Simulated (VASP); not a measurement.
# TiTe (Fm-3m) in VASP: single point with HSE06

Aim: the single point of TiTe with HSE06.

Program: VASP 6.6.1. These are calculated values, not measurements. Logs are shortened: lines on timing, memory, paths and dates and some standing lists are left out, and cuts for length are marked.

**1. The cell of the first run**

The structure is cubic, space group Fm-3m (No. 225). The conventional cell has a = 6.100 Å, b = 6.100 Å, c = 6.100 Å, α = 90.00°, β = 90.00°, γ = 90.00°. Within 4.0 Å of Ti (site symmetry m-3m) lie 6 Te at 3.05 Å. Te (site symmetry m-3m) has 6 Ti at 3.05 Å within 4.0 Å.

**2. Single point, HSE06**

POSCAR reads:

```
TiTe
1.0
    0.0000000000      3.0500668100      3.0500668100
    3.0500668100      0.0000000000      3.0500668100
    3.0500668100      3.0500668100      0.0000000000
Ti Te
1 1
Direct
    0.5000000000      0.5000000000      0.5000000000
    0.0000000000      0.0000000000      0.0000000000
```

INCAR.step1 reads:

```
PREC = Accurate
ENCUT = 400
EDIFF = 1E-5
ISMEAR = -1
SIGMA = 0.05
LREAL = False
LASPH = True
NELM = 120
ALGO = Normal
ISIF = 2
LWAVE = True
LCHARG = False
NBANDS = 16
GGA = PE
GGA_COMPAT = False
```

INCAR.step2 reads:

```
PREC = Accurate
ENCUT = 400
EDIFF = 1E-6
ISMEAR = -1
SIGMA = 0.05
LREAL = False
LASPH = True
NELM = 120
ALGO = Normal
ISIF = 2
LWAVE = False
LCHARG = False
GGA = PE
LHFCALC = True
HFSCREEN = 0.2079
PRECFOCK = Normal
NBANDS = 16
ISTART = 1
GGA_COMPAT = False
```

KPOINTS reads:

```
regular mesh
0
Gamma
  4 4 4
```

Potentials or basis: VASP PAW PBE potentials, release 64 (Ti_sv, Te).

The run is started by

```sh
$ cat potpaw_PBE.64/Ti_sv/POTCAR potpaw_PBE.64/Te/POTCAR > POTCAR
$ cp INCAR.step1 INCAR
$ mpirun -np 1 vasp_std > vasp.out
$ cp INCAR.step2 INCAR
$ mpirun -np 1 vasp_std > vasp.out
```

OUTCAR:

```text
PREC = Accurate
   ENCUT = 400
   EDIFF = 1E-6
   ISMEAR = -1
   LREAL = False
   LASPH = True
   NELM = 120
   ISIF = 2
   GGA = PE
   LHFCALC = True
   HFSCREEN = 0.2079
   PRECFOCK = Normal
   ISTART = 1

 ion  position               nearest neighbor table
   1  0.500  0.500  0.500-   2 3.05   2 3.05   2 3.05   2 3.05   2 3.05   2 3.05
   2  0.000  0.000  0.000-   1 3.05   1 3.05   1 3.05   1 3.05   1 3.05   1 3.05

  LATTYP: Found a face centered cubic cell.
 ALAT       =     6.1001336200

  Lattice vectors:

 A1 = (   0.0000000000,   3.0500668100,   3.0500668100)
 A2 = (   3.0500668100,   0.0000000000,   3.0500668100)
 A3 = (   3.0500668100,   3.0500668100,   0.0000000000)

Analysis of symmetry for initial positions (statically):
=====================================================================
 Subroutine PRICEL returns:
 Original cell was already a primitive cell.

 Routine SETGRP: Setting up the symmetry group for a
 face centered cubic supercell.

 Subroutine GETGRP returns: Found 48 space group operations
 (whereof 48 operations were pure point group operations)
 out of a pool of 48 trial point group operations.

The static configuration has the point symmetry O_h .

Analysis of symmetry for dynamics (positions and initial velocities):
=====================================================================
 Subroutine PRICEL returns:
 Original cell was already a primitive cell.

 Routine SETGRP: Setting up the symmetry group for a
 face centered cubic supercell.

 Subroutine GETGRP returns: Found 48 space group operations
 (whereof 48 operations were pure point group operations)
 out of a pool of 48 trial point group operations.

The dynamic configuration has the point symmetry O_h .

 Subroutine INISYM returns: Found 48 space group operations
 (whereof 48 operations are pure point group operations),
 and found     1 'primitive' translations

----------------------------------------------------------------------------------------

                                     Primitive cell

  volume of cell :      56.7490

  direct lattice vectors                    reciprocal lattice vectors
     0.000000000  3.050066810  3.050066810    -0.163930835  0.163930835  0.163930835
     3.050066810  0.000000000  3.050066810     0.163930835 -0.163930835  0.163930835
     3.050066810  3.050066810  0.000000000     0.163930835  0.163930835 -0.163930835

  length of vectors
     4.313445849  4.313445849  4.313445849     0.283936536  0.283936536  0.283936536

  position of ions in fractional coordinates (direct lattice)
     0.500000000  0.500000000  0.500000000
     0.000000000  0.000000000  0.000000000

  ion indices of the primitive-cell ions
   primitive index   ion index
                 1           1
                 2           2

----------------------------------------------------------------------------------------

 KPOINTS: regular mesh

Automatic generation of k-mesh.
 Grid dimensions read from file:
 generate k-points for:    4    4    4

 Generating k-lattice:

  Cartesian coordinates                     Fractional coordinates (reciprocal lattice)
    -0.040982709  0.040982709  0.040982709     0.250000000  0.000000000  0.000000000
     0.040982709 -0.040982709  0.040982709     0.000000000  0.250000000  0.000000000
     0.040982709  0.040982709 -0.040982709     0.000000000  0.000000000  0.250000000

  Length of vectors
     0.070984134  0.070984134  0.070984134

  Shift w.r.t. Gamma in fractional coordinates (k-lattice)
     0.000000000  0.000000000  0.000000000

 Subroutine IBZKPT returns following result:
 ===========================================

 Found      8 irreducible k-points:

 Following reciprocal coordinates:
            Coordinates               Weight
  0.000000  0.000000  0.000000      1.000000
  0.250000  0.000000  0.000000      8.000000
  0.500000  0.000000  0.000000      4.000000
  0.250000  0.250000  0.000000      6.000000
  0.500000  0.250000  0.000000     24.000000
 -0.250000  0.250000  0.000000     12.000000
  0.500000  0.500000  0.000000      3.000000
 -0.250000  0.500000  0.250000      6.000000
   k-points           NKPTS =      8   k-points in BZ     NKDIM =     64   number of bands    NBANDS=     16
   number of dos      NEDOS =    301   number of ions     NIONS =      2
   total plane-waves  NPLWV =  21952
   dimension x,y,z NGX =    28 NGY =   28 NGZ =   28
   dimension x,y,z NGXF=    56 NGYF=   56 NGZF=   56
   ions per type =               1   1
   NGX,Y,Z   is equivalent  to a cutoff of  10.79, 10.79, 10.79 a.u.
   NGXF,Y,Z  is equivalent  to a cutoff of  21.58, 21.58, 21.58 a.u.
 SYSTEM =  unknown system
   PREC   = accura    normal or accurate (medium, high low for compatibility)
   ISTART =      1    job   : 0-new  1-cont  2-samecut
   ICHARG =      0    charge: 1-file 2-atom 10-const
   ISPIN  =      1    spin polarized calculation?
   LNONCOLLINEAR =      F non collinear calculations
   LSORBIT =      F    spin-orbit coupling
   LASPH  =      T    aspherical Exc in radial PAW
   ENCUT  =  400.0 eV  29.40 Ry    5.42 a.u.   7.03  7.03  7.03*2*pi/ulx,y,z
   NELM   =    120;   NELMIN=  2; NELMDL=  0     # of ELM steps
   EDIFF  = 0.1E-05   stopping-criterion for ELM
   LREAL  =      F    real-space projection
   EDIFFG = 0.1E-04   stopping-criterion for IOM
   NSW    =      0    number of steps for IOM
   IBRION =     -1    ionic relax: 0-MD 1-quasi-New 2-CG
   NFREE  =      0    steps in history (QN), initial steepest desc. (CG)
   ISIF   =      2    stress and relaxation
   ISYM   =      3    0-nonsym 1-usesym 2-fastsym
   POTIM  = 0.5000    time-step for ionic-motion
   TEBEG  =    0.0;   TEEND  =   0.0 temperature during run
   PSTRESS=    0.0 pullay stress
   NELECT =      18.0000    total number of electrons
   NUPDOWN=      -1.0000    fix difference up-down
   EMIN   =  10.00;   EMAX   =-10.00  energy-range for DOS
   EFERMI =   0.00;   METHOD = LEGACY
   ISMEAR =    -1;   SIGMA  =   0.05  broadening in eV -4-tet -1-fermi 0-gaus
   EFERMI_NEDOS =   21; number of points for ismear=-14 and -15
   IALGO  =     38    algorithm
   IMIX   =      1    mixing-type and parameters
     AMIX     =   0.40;   BMIX     =  1.00
     AMIX_MAG =   1.60;   BMIX_MAG =  1.00
  volume/ion in A,a.u.               =      28.37       191.48
  Fermi-wavevector in a.u.,A,eV,Ry     =   1.116468  2.109819 16.959676  1.246501
  Thomas-Fermi vector in A             =   2.253082
   LORBIT       =      0    0 simple, 1 ext, 2 COOP (PROOUT), +10 PAW based schemes
   GGA     = PE    functional components
   LHFCALC =     T    Hartree Fock is set to
   PRECFOCK=normal    Normal, Fast or Accurate (Low or Medium for compatibility)
   ENCUT4O =  -1.0   cutoff for four orbital integrals eV
   NKREDX  =     1    reduce k-point grid by
   NKREDY  =     1    reduce k-point grid by
   NKREDZ  =     1    reduce k-point grid by
   AEXX    =    0.2500 exact exchange contribution
   HFSCREEN=    0.2079 screening length (either q_TF or 0.3 A-1)
   HFSCREENC=   0.2079 screening length for correlation (either q_TF or 0.3 A-1)
   ENCUTFOCK=  -1.0 apply spherical cutoff to Coloumb kernel
   IVDW    =     0    specifies the selected vdW correction
   LEPSILON=     F    determine dielectric tensor
   LRPA    =     F    only Hartree local field effects (RPA)
 non-spin polarized calculation
  energy-cutoff  :      400.00
  volume of cell :       56.75
 maximum number of plane-waves:      1056
  NGX = 24; NGY = 24; NGZ = 24

 number of electron      17.9999999 magnetization

 Free energy of the ion-electron system (eV)
  ---------------------------------------------------
  ext. energy  EPLUGINS =         0.00000000
  ---------------------------------------------------
  free energy    TOTEN  =       -13.38368223 eV

  energy without entropy =      -13.35888031  energy(sigma->0) =      -13.37128127

 E-fermi :   6.7077     XC(G=0):  -7.9786

 val. band max:        6.5787189507   @ k =   0.2500   0.0000   0.0000
 cond. band min:       6.7245053804   @ k =   0.0000   0.0000   0.0000
 fundamental gap:      0.1457864297
 Fermi energy:         6.7077342293

 k-point     1 :       0.0000    0.0000    0.0000
  band No.  band energies     occupation
      1     -56.4333      2.00000
      2     -31.0650      2.00000
      3     -31.0650      2.00000
      4     -31.0650      2.00000
      5      -7.3262      2.00000
      6       4.8240      2.00000
[... 8 lines left out ...]
     15      14.0464      0.00000
     16      14.6538      0.00000

 k-point     2 :       0.2500    0.0000    0.0000
  band No.  band energies     occupation
      1     -56.4335      2.00000
      2     -31.0757      2.00000
      3     -31.0657      2.00000
      4     -31.0657      2.00000
      5      -6.8611      2.00000
      6       1.9325      2.00000
[... 8 lines left out ...]
     15      13.0265      0.00000
     16      13.0296      0.00000

 k-point     3 :       0.5000    0.0000    0.0000
  band No.  band energies     occupation
      1     -56.4334      2.00000
      2     -31.0867      2.00000
      3     -31.0667      2.00000
      4     -31.0667      2.00000
      5      -6.2614      2.00000
      6       0.1108      2.00000
[... 8 lines left out ...]
     15      11.1861      0.00000
     16      11.1861      0.00000

 k-point     4 :       0.2500    0.2500    0.0000
  band No.  band energies     occupation
      1     -56.4333      2.00000
      2     -31.0729      2.00000
      3     -31.0698      2.00000
      4     -31.0698      2.00000
      5      -6.7485      2.00000
      6       1.8942      2.00000
[... 8 lines left out ...]
     15      12.7329      0.00000
     16      12.8916      0.00000

 k-point     5 :       0.5000    0.2500    0.0000
  band No.  band energies     occupation
      1     -56.4328      2.00000
      2     -31.0827      2.00000
      3     -31.0730      2.00000
      4     -31.0704      2.00000
      5      -6.2154      2.00000
      6       0.8873      2.00000
[... 8 lines left out ...]
     15      12.2409      0.00000
     16      13.8419      0.00000

 k-point     6 :      -0.2500    0.2500    0.0000
  band No.  band energies     occupation
      1     -56.4330      2.00000
      2     -31.0798      2.00000
      3     -31.0748      2.00000
      4     -31.0662      2.00000
      5      -6.3560      2.00000
      6       1.0296      2.00000
[... 8 lines left out ...]
     15      12.3446      0.00000
     16      12.7621      0.00000

 k-point     7 :       0.5000    0.5000    0.0000
  band No.  band energies     occupation
      1     -56.4325      2.00000
      2     -31.0840      2.00000
      3     -31.0741      2.00000
      4     -31.0741      2.00000
      5      -6.1537      2.00000
      6       0.9573      2.00000
[... 8 lines left out ...]
     15      12.4241      0.00000
     16      16.3065      0.00000

 k-point     8 :      -0.2500    0.5000    0.2500
  band No.  band energies     occupation
      1     -56.4326      2.00000
      2     -31.0793      2.00000
      3     -31.0793      2.00000
      4     -31.0723      2.00000
      5      -6.0744      2.00000
      6       1.6924      2.00000
[... 8 lines left out ...]
     15      12.2096      0.00000
     16      13.2978      0.00000

------------------------ aborting loop because EDIFF is reached ----------------------------------------

  FORCE on cell =-STRESS in cart. coord.  units (eV):
  Direction    XX          YY          ZZ          XY          YZ          ZX
  --------------------------------------------------------------------------------------
  -------------------------------------------------------------------------------------
  Total       -4.7064148     -4.7064148     -4.7064148     -0.0000000      0.0000000      0.0000000
  in kB     -132.8748330   -132.8748330   -132.8748330     -0.0000000      0.0000000      0.0000000
  external PRESSURE =    -132.8748330 kB  Pullay stress =       0.0000000 kB

 VOLUME and BASIS-vectors are now :
 -----------------------------------------------------------------------------
  energy-cutoff  :      400.00
  volume of cell :       56.75
      direct lattice vectors                 reciprocal lattice vectors
     0.000000000  3.050066810  3.050066810    -0.163930835  0.163930835  0.163930835
     3.050066810  0.000000000  3.050066810     0.163930835 -0.163930835  0.163930835
     3.050066810  3.050066810  0.000000000     0.163930835  0.163930835 -0.163930835

 POSITION                                       TOTAL-FORCE (eV/Angst)
 -----------------------------------------------------------------------------------
      3.05007      3.05007      3.05007         0.000000     -0.000000      0.000000
      0.00000      0.00000      0.00000        -0.000000      0.000000     -0.000000
 -----------------------------------------------------------------------------------
    total drift:                                0.000000      0.000001      0.000001

  FREE ENERGIE OF THE ION-ELECTRON SYSTEM (eV)
  ---------------------------------------------------
  free  energy   TOTEN  =       -13.3836822304 eV

  energy  without entropy=      -13.3588803127  energy(sigma->0) =      -13.37128127
```

It took 38 min on 1 thread of Intel Xeon 8259CL, shared host; peak memory 0.25 GiB.

Results:

```
Free energy            : -13.3837 eV
Pressure               : -13.3 GPa
Band gap on the k mesh : zero (bands 9 and 10 overlap by 1.06 eV)
```

Caveat: the k points lie up to 0.45 Å⁻¹ apart, too coarse for converged energies and pressures of a metal; the PAW data sets were made with another functional, which shifts forces and pressure a little; spin-orbit coupling is left out, which moves the levels of the heavy elements.

The gap in the log of VASP goes by the Fermi energy; the results here count the filled bands.